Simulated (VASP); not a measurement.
A run of VASP 6.6.1 is set up as follows.

File INCAR:

```
SYSTEM = SiC
  PREC = Accurate
  ENCUT = 600
  EDIFF = 1E-7
  ISMEAR = 0
  SIGMA = 0.02
  LREAL = .False.
  LASPH = .True.
  NELM = 100
  ALGO = Normal
  ISIF = 3
  LWAVE = .False.
  LCHARG = .False.
  GGA = PE
  IVDW = 12
  IBRION = 2
  NSW = 70
  EDIFFG = -0.005
```

File KPOINTS:

```
regular mesh
0
Gamma
  12 12 2
  0 0 0
```

Contents of POSCAR:

```
SiC
1.0
    3.0949980731      0.0000000000      0.0000000000
   -1.5474990366      2.6803469560      0.0000000000
    0.0000000000      0.0000000000     15.1864399632
Si C
6 6
Direct
    0.0000000000      0.0000000000      0.1250399221
    0.0000000000      0.0000000000      0.6250399221
    0.3333333333      0.6666666667      0.2918177992
    0.6666666667      0.3333333333      0.7918177992
    0.3333333333      0.6666666667      0.9583095063
    0.6666666667      0.3333333333      0.4583095063
    0.0000000000      0.0000000000     -0.0003123163
    0.0000000000      0.0000000000      0.4996876837
    0.3333333333      0.6666666667      0.1668296831
    0.6666666667      0.3333333333      0.6668296831
    0.3333333333      0.6666666667      0.8333154055
    0.6666666667      0.3333333333      0.3333154055
```

Potentials or basis: VASP PAW PBE potentials, release 64 (Si, C).

The run is started by

```bash
$ cat potpaw_PBE.64/Si/POTCAR potpaw_PBE.64/C/POTCAR > POTCAR
$ mpirun -np 1 vasp_std > vasp.out
```

**Question.** What does it give for the relaxed cell?

**Answer.** a = 3.072 Å, b = 3.072 Å, c = 15.074 Å, α = 90.00°, β = 90.00°, γ = 120.00°.

**Question.** What does it give for the space group after relaxing (to 0.1 Å)?

**Answer.** P6_3mc (No. 186).

**Question.** What does it give for the relaxed volume?

**Answer.** 10.27 Å³/atom.

**Question.** What does it give for the band gap on the k mesh?

**Answer.** 2.02 eV (least direct gap 3.12 eV).

Step by step:
| step | energy change (eV) | largest force (eV/Å) | pressure (GPa) | volume (Å³) |
| --- | --- | --- | --- | --- |
| 1 | 0.0000 | 0.0019 | -4.72 | 125.98 |
| 2 | 0.0030 | 0.0154 | 5.27 | 120.43 |
| 3 | -0.0417 | 0.0065 | -0.01 | 123.21 |
| 4 | -0.0417 | 0.0066 | 0.09 | 123.16 |
| 5 | -0.0417 | 0.0062 | -0.07 | 123.25 |
| 6 | -0.0417 | 0.0013 | 0.01 | 123.20 |

A k mesh can miss the band edges.
